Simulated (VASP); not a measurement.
Here is a VASP 6.6.1 calculation.

INCAR

```
ALGO     = Normal         # electronic algorithm
EDIFF    = 1E-6           # SCF threshold, eV
ENCUT    = 600            # plane-wave cutoff, eV
GGA      = PE             # functional
GGA_COMPAT= F            
ISIF     = 2              # what is computed and relaxed
ISMEAR   = 0              # smearing method
LASPH    = T              # aspherical terms in the spheres
LCHARG   = T              # write CHGCAR
LELF     = T              # ELF
LMAXMIX  = 6              # l up to which the mixer works
LREAL    = F              # projectors in reciprocal space
LVHAR    = T            
LWAVE    = F              # write WAVECAR
NBANDS   = 19             # bands
NELM     = 200            # most SCF steps
PREC     = Accurate       # precision mode
SIGMA    = 0.2            # smearing width, eV
```

The input KPOINTS:

```
k-points
0
Gamma
  6 6 3
```

POSCAR

```
ErBe
1.0
    3.3677264425      0.0000000000      0.0000000000
    0.0000000000      3.3677264425      0.0000000000
    0.0000000000      0.0000000000      6.7355026249
Er Be
2 2
Direct
    0.0000000000      0.0000000000      0.6947455422
    0.0000000000      0.0000000000      0.1947577343
    0.5000000000      0.5000000000      0.4452425801
    0.5000000000      0.5000000000      0.9443068934
```

Potentials or basis: VASP PAW PBE potentials, release 64 (Er_3, Be), 4f in core.

Run with:

```sh
$ cat potpaw_PBE.64/Er_3/POTCAR potpaw_PBE.64/Be/POTCAR > POTCAR
$ mpirun -np 1 vasp_std > vasp.out
```

Estimate the largest force.

0.007 eV/Å.

Predict the band gap on the k mesh.

zero (bands 11 and 12 overlap by 0.98 eV).

Predict the pressure.

0.5 GPa.

Forces on the atoms (eV/Å):
```
Er   0.000  0.000  0.001
Er   0.000  0.000  0.000
Be   0.000  0.000 -0.007
Be   0.000  0.000  0.006
```

Caveat: spin-orbit coupling is left out, which moves the levels of the heavy elements; the 4f electrons are frozen in the core, so they carry no moment and show no levels. Spin polarisation is off, so any magnetic state and its effect on volume and gap are missing.
